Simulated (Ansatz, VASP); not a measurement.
**CdS: VASP beside Ansatz**

File INCAR:

```
  ALGO = Normal
  EDIFF = 1E-6
  ENCUT = 500
  GGA_COMPAT = False
  ISIF = 2
  ISMEAR = 0
  LASPH = True
  LCHARG = False
  LREAL = False
  LWAVE = False
  NBANDS = 16
  NELM = 120
  PREC = Accurate
  SIGMA = 0.1
```

Contents of KPOINTS:

```
k-points
0
Gamma
  6 6 6
```

File POSCAR:

```
CdS
1.0
    0.0000000000      2.9200000000      2.9200000000
    2.9200000000      0.0000000000      2.9200000000
    2.9200000000      2.9200000000      0.0000000000
Cd S
1 1
Direct
    0.0000000000      0.0000000000      0.0000000000
    0.2500000000      0.2500000000      0.2500000000
```

Input for Ansatz:

```yaml
crystal:
  lattice:
    - [0.0, 2.92, 2.92]
    - [2.92, 0.0, 2.92]
    - [2.92, 2.92, 0.0]
  atoms:
    - { symbol: Cd, position: [0.0, 0.0, 0.0] }
    - { symbol: S, position: [0.25, 0.25, 0.25] }
basis:
  ecutwfc: 420
kpoints:
  mp_grid: { grid: [6, 6, 6] }
hamiltonian:
  xc: lda
  pseudopotentials: { kind: paw, azcp: { folder: soft_1 } }
scf:
  occupations: { method: gaussian, width: 0.1 }
output:
  forces: true
  stress: true
  eigenvalues: true
```

Alike in both runs: task single point; functional LDA; k mesh 6 × 6 × 6; occupations gaussian, width 0.1 eV; no spin polarisation.

|  | VASP | Ansatz |
| --- | --- | --- |
| version | VASP 6.6.1 | Ansatz 0.2.0 |
| potentials or method | VASP PAW LDA potentials, release 64 (Cd, S), cutoff 500 eV | scalar-relativistic, plane waves, PAW |
| valence electrons in the cell | 18 | 26 |

|  | VASP | Ansatz | Ansatz less VASP |
| --- | --- | --- | --- |
| gap on the k mesh at the Fermi level (eV) | 0.88 | 0.85 | -0.028 |
| least direct gap on the mesh (eV) | 0.88 | 0.85 | -0.028 |
| pressure (GPa) | -2.2 | -2.6 | -0.44 |

Ansatz warns that its potentials were made for another functional, while VASP's fit it. LDA's correlation is that of Perdew and Zunger in VASP and of Perdew and Wang (1992) in Ansatz. VASP's potentials hold 18 valence electrons a cell and Ansatz's 26, so a difference there can come from the potentials and not from the codes.
